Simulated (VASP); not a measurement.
# V (Fm-3m) in VASP: relaxation of cell and atoms with PBE

Aim: the relaxation of cell and atoms of V with PBE.

Everything below comes from runs of VASP 6.6.1. Logs are shortened: lines on timing, memory, paths and dates and some standing lists are left out, and cuts for length are marked.

**1. The cell of the first run**

Symmetry: Fm-3m, No. 225, cubic system. The conventional cell has a = 3.822 Å, b = 3.822 Å, c = 3.822 Å, α = 90.00°, β = 90.00°, γ = 90.00°. Within 3.6 Å of V (site symmetry m-3m) lie 12 V at 2.70 Å.

This isn't the form of V at room conditions, which is bcc.

**2. Relaxation of cell and atoms, PBE**

INCAR

```
SYSTEM = V
PREC = Accurate
ENCUT = 600
EDIFF = 1E-7
ISMEAR = 0
SIGMA = 0.1
LREAL = .False.
LASPH = .True.
NELM = 100
ALGO = Normal
ISIF = 3
LWAVE = .False.
LCHARG = .False.
GGA = PE
IBRION = 2
NSW = 80
EDIFFG = -0.01
```

KPOINTS

```
regular mesh
0
Gamma
  18 18 18
  0 0 0
```

POSCAR

```
V
1.0
    0.0000000000      1.9107965439      1.9107965439
    1.9107965439      0.0000000000      1.9107965439
    1.9107965439      1.9107965439      0.0000000000
V
1
Direct
    0.0000000000      0.0000000000      0.0000000000
```

Potentials or basis: VASP PAW PBE potentials, release 64 (V_sv).

Run with:

```
$ cat potpaw_PBE.64/V_sv/POTCAR > POTCAR
$ mpirun -np 1 vasp_std > vasp.out
```

OUTCAR:

```text
SYSTEM = V
   PREC = Accurate
   ENCUT = 600
   EDIFF = 1E-7
   ISMEAR = 0
   LREAL = .False.
   LASPH = .True.
   NELM = 100
   ISIF = 3
   GGA = PE
   IBRION = 2
   NSW = 80
   EDIFFG = -0.01

 ion  position               nearest neighbor table
   1  0.000  0.000  0.000-

  LATTYP: Found a face centered cubic cell.
 ALAT       =     3.8215930878

  Lattice vectors:

 A1 = (   0.0000000000,   1.9107965439,   1.9107965439)
 A2 = (   1.9107965439,   0.0000000000,   1.9107965439)
 A3 = (   1.9107965439,   1.9107965439,   0.0000000000)

Analysis of symmetry for initial positions (statically):
=====================================================================
 Subroutine PRICEL returns:
 Original cell was already a primitive cell.

 Routine SETGRP: Setting up the symmetry group for a
 face centered cubic supercell.

 Subroutine GETGRP returns: Found 48 space group operations
 (whereof 48 operations were pure point group operations)
 out of a pool of 48 trial point group operations.

The static configuration has the point symmetry O_h .

Analysis of symmetry for dynamics (positions and initial velocities):
=====================================================================
 Subroutine PRICEL returns:
 Original cell was already a primitive cell.

 Routine SETGRP: Setting up the symmetry group for a
 face centered cubic supercell.

 Subroutine GETGRP returns: Found 48 space group operations
 (whereof 48 operations were pure point group operations)
 out of a pool of 48 trial point group operations.

The dynamic configuration has the point symmetry O_h .

 Subroutine INISYM returns: Found 48 space group operations
 (whereof 48 operations are pure point group operations),
 and found     1 'primitive' translations

----------------------------------------------------------------------------------------

                                     Primitive cell

  volume of cell :      13.9532

  direct lattice vectors                    reciprocal lattice vectors
     0.000000000  1.910796544  1.910796544    -0.261670978  0.261670978  0.261670978
     1.910796544  0.000000000  1.910796544     0.261670978 -0.261670978  0.261670978
     1.910796544  1.910796544  0.000000000     0.261670978  0.261670978 -0.261670978

  length of vectors
     2.702274387  2.702274387  2.702274387     0.453227428  0.453227428  0.453227428

  position of ions in fractional coordinates (direct lattice)
     0.000000000  0.000000000  0.000000000

  ion indices of the primitive-cell ions
   primitive index   ion index
                 1           1

----------------------------------------------------------------------------------------

 KPOINTS: regular mesh

Automatic generation of k-mesh.
 Grid dimensions read from file:
 generate k-points for:   18   18   18

 Generating k-lattice:

  Cartesian coordinates                     Fractional coordinates (reciprocal lattice)
    -0.014537277  0.014537277  0.014537277     0.055555556  0.000000000  0.000000000
     0.014537277 -0.014537277  0.014537277     0.000000000  0.055555556  0.000000000
     0.014537277  0.014537277 -0.014537277     0.000000000  0.000000000  0.055555556

  Length of vectors
     0.025179302  0.025179302  0.025179302

  Shift w.r.t. Gamma in fractional coordinates (k-lattice)
     0.000000000  0.000000000  0.000000000

 Subroutine IBZKPT returns following result:
 ===========================================

 Found    195 irreducible k-points:

 Following reciprocal coordinates:
            Coordinates               Weight
  0.000000  0.000000  0.000000      1.000000
  0.055556  0.000000  0.000000      8.000000
  0.111111  0.000000  0.000000      8.000000
  0.166667  0.000000  0.000000      8.000000
  0.222222  0.000000  0.000000      8.000000
  0.277778  0.000000  0.000000      8.000000
[... 16 lines left out ...]
 -0.277778  0.055556  0.000000     24.000000
 -0.222222  0.055556  0.000000     24.000000
 [... further k-points ...]
   k-points           NKPTS =    195   k-points in BZ     NKDIM =    195   number of bands    NBANDS=     10
   number of dos      NEDOS =    301   number of ions     NIONS =      1
   total plane-waves  NPLWV =  13824
   dimension x,y,z NGX =    24 NGY =   24 NGZ =   24
   dimension x,y,z NGXF=    48 NGYF=   48 NGZF=   48
   ions per type =               1
   NGX,Y,Z   is equivalent  to a cutoff of  14.76, 14.76, 14.76 a.u.
   NGXF,Y,Z  is equivalent  to a cutoff of  29.53, 29.53, 29.53 a.u.
 SYSTEM =  V
   PREC   = accura    normal or accurate (medium, high low for compatibility)
   ISTART =      0    job   : 0-new  1-cont  2-samecut
   ICHARG =      2    charge: 1-file 2-atom 10-const
   ISPIN  =      1    spin polarized calculation?
   LNONCOLLINEAR =      F non collinear calculations
   LSORBIT =      F    spin-orbit coupling
   LASPH  =      T    aspherical Exc in radial PAW
   ENCUT  =  600.0 eV  44.10 Ry    6.64 a.u.   5.40  5.40  5.40*2*pi/ulx,y,z
   NELM   =    100;   NELMIN=  2; NELMDL= -5     # of ELM steps
   EDIFF  = 0.1E-06   stopping-criterion for ELM
   LREAL  =      F    real-space projection
   EDIFFG = -.1E-01   stopping-criterion for IOM
   NSW    =     80    number of steps for IOM
   IBRION =      2    ionic relax: 0-MD 1-quasi-New 2-CG
   NFREE  =      1    steps in history (QN), initial steepest desc. (CG)
   ISIF   =      3    stress and relaxation
   ISYM   =      2    0-nonsym 1-usesym 2-fastsym
   POTIM  = 0.5000    time-step for ionic-motion
   TEBEG  =    0.0;   TEEND  =   0.0 temperature during run
   PSTRESS=    0.0 pullay stress
   NELECT =      13.0000    total number of electrons
   NUPDOWN=      -1.0000    fix difference up-down
   EMIN   =  10.00;   EMAX   =-10.00  energy-range for DOS
   EFERMI =   0.00;   METHOD = LEGACY
   ISMEAR =     0;   SIGMA  =   0.10  broadening in eV -4-tet -1-fermi 0-gaus
   EFERMI_NEDOS =   21; number of points for ismear=-14 and -15
   IALGO  =     38    algorithm
   IMIX   =      4    mixing-type and parameters
     AMIX     =   0.40;   BMIX     =  1.00
     AMIX_MAG =   1.60;   BMIX_MAG =  1.00
  volume/ion in A,a.u.               =      13.95        94.16
  Fermi-wavevector in a.u.,A,eV,Ry     =   1.598938  3.021554 34.784672  2.556601
  Thomas-Fermi vector in A             =   2.696309
   LORBIT       =      0    0 simple, 1 ext, 2 COOP (PROOUT), +10 PAW based schemes
   GGA     = PE    functional components
   LHFCALC =     F    Hartree Fock is set to
   AEXX    =    0.0000 exact exchange contribution
   IVDW    =     0    specifies the selected vdW correction
   LEPSILON=     F    determine dielectric tensor
   LRPA    =     F    only Hartree local field effects (RPA)
 conjugate gradient relaxation of ions
 non-spin polarized calculation
 Gauss-broadening in eV      SIGMA  =   0.10
  energy-cutoff  :      600.00
  volume of cell :       13.95
 maximum number of plane-waves:       486
 NGX is ok and might be reduce to    24
   NGX = 11   NGY = 11   NGZ = 11

--------------------------------------- Ionic step        1  -------------------------------------------

 number of electron      12.9999998 magnetization

 Free energy of the ion-electron system (eV)
  ---------------------------------------------------
  ext. energy  EPLUGINS =         0.00000000
  ---------------------------------------------------
  free energy    TOTEN  =        -8.75371156 eV

  energy without entropy =       -8.74460188  energy(sigma->0) =       -8.74915672

------------------------ aborting loop because EDIFF is reached ----------------------------------------

  FORCE on cell =-STRESS in cart. coord.  units (eV):
  Direction    XX          YY          ZZ          XY          YZ          ZX
  --------------------------------------------------------------------------------------
  -------------------------------------------------------------------------------------
  Total       -0.0463348     -0.0463348     -0.0463348     -0.0000000     -0.0000000      0.0000000
  in kB       -5.3203982     -5.3203982     -5.3203982     -0.0000000     -0.0000000      0.0000000
  external PRESSURE =      -5.3203982 kB  Pullay stress =       0.0000000 kB
[... 55 lines left out ...]
  energy  without entropy=       -8.7446644189  energy(sigma->0) =       -8.74917681

--------------------------------------- Ionic step        3  -------------------------------------------

 number of electron      12.9999998 magnetization

 Free energy of the ion-electron system (eV)
  ---------------------------------------------------
  ext. energy  EPLUGINS =         0.00000000
  ---------------------------------------------------
  free energy    TOTEN  =        -8.75378639 eV

  energy without entropy =       -8.74471631  energy(sigma->0) =       -8.74925135

 E-fermi :   9.6182     XC(G=0): -12.7342

 val. band max:        9.6181834028   @ k =  -0.0556   0.0556   0.0000
 cond. band min:       9.6279672456   @ k =  -0.2222   0.1667   0.0556
 fundamental gap:      0.0097838428
 Fermi energy:         9.6181889866

 k-point     1 :       0.0000    0.0000    0.0000
  band No.  band energies     occupation
      1     -54.4540      2.00000
      2     -27.8114      2.00000
      3     -27.8114      2.00000
      4     -27.8114      2.00000
      5       2.7999      2.00000
      6       9.7880      0.01634
      7       9.7880      0.01634
      8       9.7880      0.01634
      9      11.5239      0.00000
     10      11.5239      0.00000
[... 287 lines left out ...]
 k-point    24 :      -0.2222    0.0556    0.0000
  band No.  band energies     occupation
      1     -54.3750      2.00000
      2     -28.2018      2.00000
      3     -27.8868      2.00000
      4     -27.8521      2.00000
      5       4.7731      2.00000
      6       9.0229      2.00000
      7      10.0519      0.00000
      8      10.1478      0.00000
      9      11.3348      0.00000
     10      11.8537      0.00000

 [... further k-points ...]

------------------------ aborting loop because EDIFF is reached ----------------------------------------

  FORCE on cell =-STRESS in cart. coord.  units (eV):
  Direction    XX          YY          ZZ          XY          YZ          ZX
  --------------------------------------------------------------------------------------
  -------------------------------------------------------------------------------------
  Total        0.0003932      0.0003932      0.0003932     -0.0000000     -0.0000000      0.0000000
  in kB        0.0452926      0.0452926      0.0452926     -0.0000000     -0.0000000      0.0000000
  external PRESSURE =       0.0452926 kB  Pullay stress =       0.0000000 kB
[... 16 lines left out ...]
  FREE ENERGIE OF THE ION-ELECTRON SYSTEM (eV)
  ---------------------------------------------------
  free  energy   TOTEN  =        -8.7537863852 eV

  energy  without entropy=       -8.7447163097  energy(sigma->0) =       -8.74925135

 reached required accuracy - stopping structural energy minimisation
```

Wall time 72 s (1 thread of Intel Xeon 8259CL, shared host); peak memory 0.17 GiB.

Results:

- Free energy: -8.7538 eV
- Relaxed volume: 13.91 Å³/atom
- Relaxed cell: a = 2.699 Å, b = 2.699 Å, c = 2.699 Å, α = 60.00°, β = 60.00°, γ = 60.00°
- Space group after relaxing (to 0.1 Å): Fm-3m (No. 225)
- Energy gained by relaxing: 0.1 meV/atom
- Ionic steps: 3
- Pressure after relaxing: 0.0 GPa
- Band gap on the k mesh: zero (an odd number of electrons rules out a gap without spin polarisation)

Final structure:
```
V
1.0
     0.00000    1.90878    1.90878
     1.90878    0.00000    1.90878
     1.90878    1.90878    0.00000
V
1
Direct
  0.00000 0.00000 0.00000
```

Levels at points of the mesh, in eV from the Fermi level:
| k point | band 4 | band 5 | band 6 | band 7 | band 8 | band 9 |
| --- | --- | --- | --- | --- | --- | --- |
| (0.00, 0.00, 0.00) | -37.43 | -6.82 | 0.17 | 0.17 | 0.17 | 1.91 |
| (0.50, 0.00, 0.00) | -37.53 | -3.31 | 0.05 | 0.05 | 0.80 | 3.06 |
| (0.50, 0.50, 0.00) | -37.71 | -3.44 | -2.60 | 3.05 | 3.36 | 3.36 |
